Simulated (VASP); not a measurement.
# ZrSi7 (P-43m) in VASP: a series of runs

Runs on ZrSi7. Level: PBEsol. Tasks: relaxation of cell and atoms.

Program: VASP 6.6.1. These are calculated values, not measurements. Logs are shortened: lines on timing, memory, paths and dates and some standing lists are left out, and cuts for length are marked.

**1. The cell of the first run**

The structure is cubic, space group P-43m (No. 215). The conventional cell has a = 5.600 Å, b = 5.600 Å, c = 5.600 Å, α = 90.00°, β = 90.00°, γ = 90.00°. Zr (site symmetry -43m) has 4 Si at 2.58 Å within 3.4 Å. Si (site symmetry 3m) has 3 Si at 2.38 Å and 1 Zr at 2.58 Å within 3.1 Å. Si (site symmetry -42m) has 4 Si at 2.38 Å within 3.1 Å.

**2. Relaxation of cell and atoms, PBEsol**

INCAR

```
ALGO = Normal ; EDIFF = 1E-6
EDIFFG = -0.005 ; ENCUT = 600
GGA = PS ; IBRION = 2
ISIF = 3 ; ISMEAR = 0
LASPH = True ; LCHARG = False
LREAL = False ; LWAVE = False
NELM = 80 ; NSW = 100
PREC = Accurate ; SIGMA = 0.1
```

KPOINTS

```
k-points
0
Gamma
  6 6 6
```

POSCAR

```
ZrSi7
1.0
    5.5997225766      0.0000000000      0.0000000000
    0.0000000000      5.5997225766      0.0000000000
    0.0000000000      0.0000000000      5.5997225766
Zr Si
1 7
Direct
    0.0000000000      0.0000000000      0.0000000000
    0.2661487867      0.2661487867      0.2661487867
    0.0000000000      0.5000000000      0.5000000000
    0.5000000000      0.5000000000      0.0000000000
    0.5000000000      0.0000000000      0.5000000000
    0.7338512133      0.2661487867      0.7338512133
    0.7338512133      0.7338512133      0.2661487867
    0.2661487867      0.7338512133      0.7338512133
```

Potentials or basis: VASP PAW PBE potentials, release 64 (Zr_sv, Si).

Run with:

```bash
$ cat potpaw_PBE.64/Zr_sv/POTCAR potpaw_PBE.64/Si/POTCAR > POTCAR
$ mpirun -np 1 vasp_std > vasp.out
```

OUTCAR:

```text
EDIFF = 1E-6
   EDIFFG = -0.005
   ENCUT = 600
   GGA = PS
   IBRION = 2
   ISIF = 3
   ISMEAR = 0
   LASPH = True
   LREAL = False
   NELM = 80
   NSW = 100
   PREC = Accurate

 ion  position               nearest neighbor table
   1  0.000  0.000  0.000-   2 2.58   6 2.58   7 2.58   8 2.58
   2  0.266  0.266  0.266-   3 2.38   4 2.38   5 2.38   1 2.58
   3  0.000  0.500  0.500-   2 2.38   6 2.38   7 2.38   8 2.38
   4  0.500  0.500  0.000-   2 2.38   6 2.38   7 2.38   8 2.38
   5  0.500  0.000  0.500-   2 2.38   6 2.38   7 2.38   8 2.38
   6  0.734  0.266  0.734-   3 2.38   4 2.38   5 2.38   1 2.58
   7  0.734  0.734  0.266-   3 2.38   4 2.38   5 2.38   1 2.58
   8  0.266  0.734  0.734-   3 2.38   4 2.38   5 2.38   1 2.58

  LATTYP: Found a simple cubic cell.
 ALAT       =     5.5997225766

  Lattice vectors:

 A1 = (   5.5997225766,   0.0000000000,   0.0000000000)
 A2 = (   0.0000000000,   5.5997225766,   0.0000000000)
 A3 = (   0.0000000000,   0.0000000000,   5.5997225766)

Analysis of symmetry for initial positions (statically):
=====================================================================
 Subroutine PRICEL returns:
 Original cell was already a primitive cell.

 Routine SETGRP: Setting up the symmetry group for a
 simple cubic supercell.

 Subroutine GETGRP returns: Found 24 space group operations
 (whereof 24 operations were pure point group operations)
 out of a pool of 48 trial point group operations.

The static configuration has the point symmetry T_d .

Analysis of symmetry for dynamics (positions and initial velocities):
=====================================================================
 Subroutine PRICEL returns:
 Original cell was already a primitive cell.

 Routine SETGRP: Setting up the symmetry group for a
 simple cubic supercell.

 Subroutine GETGRP returns: Found 24 space group operations
 (whereof 24 operations were pure point group operations)
 out of a pool of 48 trial point group operations.

The dynamic configuration has the point symmetry T_d .

 Subroutine INISYM returns: Found 24 space group operations
 (whereof 24 operations are pure point group operations),
 and found     1 'primitive' translations

----------------------------------------------------------------------------------------

                                     Primitive cell

  volume of cell :     175.5899

  direct lattice vectors                    reciprocal lattice vectors
     5.599722577  0.000000000  0.000000000     0.178580275  0.000000000  0.000000000
     0.000000000  5.599722577  0.000000000     0.000000000  0.178580275  0.000000000
     0.000000000  0.000000000  5.599722577     0.000000000  0.000000000  0.178580275

  length of vectors
     5.599722577  5.599722577  5.599722577     0.178580275  0.178580275  0.178580275

  position of ions in fractional coordinates (direct lattice)
     0.000000000  0.000000000  0.000000000
     0.266148787  0.266148787  0.266148787
     0.000000000  0.500000000  0.500000000
     0.500000000  0.500000000  0.000000000
     0.500000000  0.000000000  0.500000000
     0.733851213  0.266148787  0.733851213
     0.733851213  0.733851213  0.266148787
     0.266148787  0.733851213  0.733851213

  ion indices of the primitive-cell ions
   primitive index   ion index
                 1           1
                 2           2
                 3           3
                 4           4
                 5           5
                 6           6
                 7           7
                 8           8

----------------------------------------------------------------------------------------

 KPOINTS: k-points

Automatic generation of k-mesh.
 Grid dimensions read from file:
 generate k-points for:    6    6    6

 Generating k-lattice:

  Cartesian coordinates                     Fractional coordinates (reciprocal lattice)
     0.029763379  0.000000000  0.000000000     0.166666667  0.000000000  0.000000000
     0.000000000  0.029763379  0.000000000     0.000000000  0.166666667  0.000000000
     0.000000000  0.000000000  0.029763379     0.000000000  0.000000000  0.166666667

  Length of vectors
     0.029763379  0.029763379  0.029763379

  Shift w.r.t. Gamma in fractional coordinates (k-lattice)
     0.000000000  0.000000000  0.000000000

 Subroutine IBZKPT returns following result:
 ===========================================

 Found     20 irreducible k-points:

 Following reciprocal coordinates:
            Coordinates               Weight
  0.000000  0.000000  0.000000      1.000000
  0.166667  0.000000  0.000000      6.000000
  0.333333  0.000000  0.000000      6.000000
  0.500000  0.000000  0.000000      3.000000
  0.166667  0.166667  0.000000     12.000000
  0.333333  0.166667  0.000000     24.000000
[... 12 lines left out ...]
  0.500000  0.500000  0.333333      6.000000
  0.500000  0.500000  0.500000      1.000000
   k-points           NKPTS =     20   k-points in BZ     NKDIM =     20   number of bands    NBANDS=     25
   number of dos      NEDOS =    301   number of ions     NIONS =      8
   total plane-waves  NPLWV = 110592
   dimension x,y,z NGX =    48 NGY =   48 NGZ =   48
   dimension x,y,z NGXF=    96 NGYF=   96 NGZF=   96
   ions per type =               1   7
   NGX,Y,Z   is equivalent  to a cutoff of  14.25, 14.25, 14.25 a.u.
   NGXF,Y,Z  is equivalent  to a cutoff of  28.50, 28.50, 28.50 a.u.
 SYSTEM =  unknown system
   PREC   = accura    normal or accurate (medium, high low for compatibility)
   ISTART =      0    job   : 0-new  1-cont  2-samecut
   ICHARG =      2    charge: 1-file 2-atom 10-const
   ISPIN  =      1    spin polarized calculation?
   LNONCOLLINEAR =      F non collinear calculations
   LSORBIT =      F    spin-orbit coupling
   LASPH  =      T    aspherical Exc in radial PAW
   ENCUT  =  600.0 eV  44.10 Ry    6.64 a.u.  11.18 11.18 11.18*2*pi/ulx,y,z
   NELM   =     80;   NELMIN=  2; NELMDL= -5     # of ELM steps
   EDIFF  = 0.1E-05   stopping-criterion for ELM
   LREAL  =      F    real-space projection
   EDIFFG = -.5E-02   stopping-criterion for IOM
   NSW    =    100    number of steps for IOM
   IBRION =      2    ionic relax: 0-MD 1-quasi-New 2-CG
   NFREE  =      1    steps in history (QN), initial steepest desc. (CG)
   ISIF   =      3    stress and relaxation
   ISYM   =      2    0-nonsym 1-usesym 2-fastsym
   POTIM  = 0.5000    time-step for ionic-motion
   TEBEG  =    0.0;   TEEND  =   0.0 temperature during run
   PSTRESS=    0.0 pullay stress
   NELECT =      40.0000    total number of electrons
   NUPDOWN=      -1.0000    fix difference up-down
   EMIN   =  10.00;   EMAX   =-10.00  energy-range for DOS
   EFERMI =   0.00;   METHOD = LEGACY
   ISMEAR =     0;   SIGMA  =   0.10  broadening in eV -4-tet -1-fermi 0-gaus
   EFERMI_NEDOS =   21; number of points for ismear=-14 and -15
   IALGO  =     38    algorithm
   IMIX   =      4    mixing-type and parameters
     AMIX     =   0.40;   BMIX     =  1.00
     AMIX_MAG =   1.60;   BMIX_MAG =  1.00
  volume/ion in A,a.u.               =      21.95       148.12
  Fermi-wavevector in a.u.,A,eV,Ry     =   0.999835  1.889414 13.601335  0.999670
  Thomas-Fermi vector in A             =   2.132151
   LORBIT       =      0    0 simple, 1 ext, 2 COOP (PROOUT), +10 PAW based schemes
   GGA     = PS    functional components
   LHFCALC =     F    Hartree Fock is set to
   AEXX    =    0.0000 exact exchange contribution
   IVDW    =     0    specifies the selected vdW correction
   LEPSILON=     F    determine dielectric tensor
   LRPA    =     F    only Hartree local field effects (RPA)
 conjugate gradient relaxation of ions
 non-spin polarized calculation
 Gauss-broadening in eV      SIGMA  =   0.10
  energy-cutoff  :      600.00
  volume of cell :      175.59
 maximum number of plane-waves:      5904
 NGX is ok and might be reduce to    48
   NGX = 23   NGY = 23   NGZ = 23

--------------------------------------- Ionic step        1  -------------------------------------------

 number of electron      39.9999999 magnetization

 Free energy of the ion-electron system (eV)
  ---------------------------------------------------
  ext. energy  EPLUGINS =         0.00000000
  ---------------------------------------------------
  free energy    TOTEN  =       -46.82828623 eV

  energy without entropy =      -46.81995981  energy(sigma->0) =      -46.82412302

------------------------ aborting loop because EDIFF is reached ----------------------------------------

  FORCE on cell =-STRESS in cart. coord.  units (eV):
  Direction    XX          YY          ZZ          XY          YZ          ZX
  --------------------------------------------------------------------------------------
  -------------------------------------------------------------------------------------
  Total        0.1555275      0.1555275      0.1555275      0.0000000      0.0000000     -0.0000000
  in kB        1.4191169      1.4191169      1.4191169      0.0000000      0.0000000     -0.0000000
  external PRESSURE =       1.4191169 kB  Pullay stress =       0.0000000 kB
[... 69 lines left out ...]
  energy  without entropy=      -46.8200299140  energy(sigma->0) =      -46.82420379

--------------------------------------- Ionic step        3  -------------------------------------------

 number of electron      39.9999999 magnetization

 Free energy of the ion-electron system (eV)
  ---------------------------------------------------
  ext. energy  EPLUGINS =         0.00000000
  ---------------------------------------------------
  free energy    TOTEN  =       -46.82843622 eV

  energy without entropy =      -46.82009664  energy(sigma->0) =      -46.82426643

 E-fermi :   5.3307     XC(G=0):  -9.4672

 val. band max:        5.2824672790   @ k =   0.5000   0.0000   0.0000
 cond. band min:       5.5953206221   @ k =   0.1667   0.1667   0.0000
 fundamental gap:      0.3128533432
 Fermi energy:         5.3306619892

 k-point     1 :       0.0000    0.0000    0.0000
  band No.  band energies     occupation
      1     -43.1019      2.00000
      2     -21.2241      2.00000
      3     -21.2241      2.00000
      4     -21.2241      2.00000
      5      -5.8478      2.00000
      6      -2.4353      2.00000
[... 584 lines left out ...]
  FREE ENERGIE OF THE ION-ELECTRON SYSTEM (eV)
  ---------------------------------------------------
  free  energy   TOTEN  =       -46.8284362200 eV

  energy  without entropy=      -46.8200966416  energy(sigma->0) =      -46.82426643

 reached required accuracy - stopping structural energy minimisation
```

It took 2.8 min on 1 thread of Intel Xeon Platinum 8259CL at 2.50GHz (Skylake/Cascade Lake), shared host; peak memory 0.38 GiB.

What came out:

```yaml
Free_energy: -46.8284 eV
Relaxed_volume: 21.99 Å³/atom
Relaxed_cell: a = 5.603 Å, b = 5.603 Å, c = 5.603 Å, α = 90.00°, β = 90.00°, γ = 90.00°
Space_group_after_relaxing_to_0.1_Å: P-43m (No. 215)
Energy_gained_by_relaxing: 0.0 meV/atom
Ionic_steps: 3
Pressure_after_relaxing: 0.0 GPa
Largest_force_after_relaxing: 0.004 eV/Å
Band_gap_on_the_k_mesh: zero (bands 20 and 21 overlap by 0.17 eV)
```

Forces on the atoms (eV/Å):
```
Zr   0.000  0.000  0.000
Si   0.002  0.002  0.002
Si   0.000  0.000  0.000
Si   0.000  0.000  0.000
Si   0.000  0.000  0.000
Si  -0.002  0.002 -0.002
Si  -0.002 -0.002  0.002
Si   0.002 -0.002 -0.002
```

Step by step:
```csv
step,energy change (eV),largest force (eV/Å),pressure (GPa),volume (Å³)
1,0.0000,0.0175,0.14,175.59
2,-0.0001,0.0042,-0.09,176.08
3,-0.0001,0.0042,0.00,175.89
```

Final structure:
```
Zr Si
1.0
     5.60293    0.00000    0.00000
     0.00000    5.60293    0.00000
     0.00000    0.00000    5.60293
Zr Si
1 7
Direct
  0.00000 0.00000 0.00000
  0.26620 0.26620 0.26620
  0.00000 0.50000 0.50000
  0.50000 0.50000 0.00000
  0.50000 0.00000 0.50000
  0.73380 0.26620 0.73380
  0.73380 0.73380 0.26620
  0.26620 0.73380 0.73380
```

Caveat: the PAW data sets were made with another functional, which shifts forces and pressure a little.

(Part 1 of 2 ends here.)
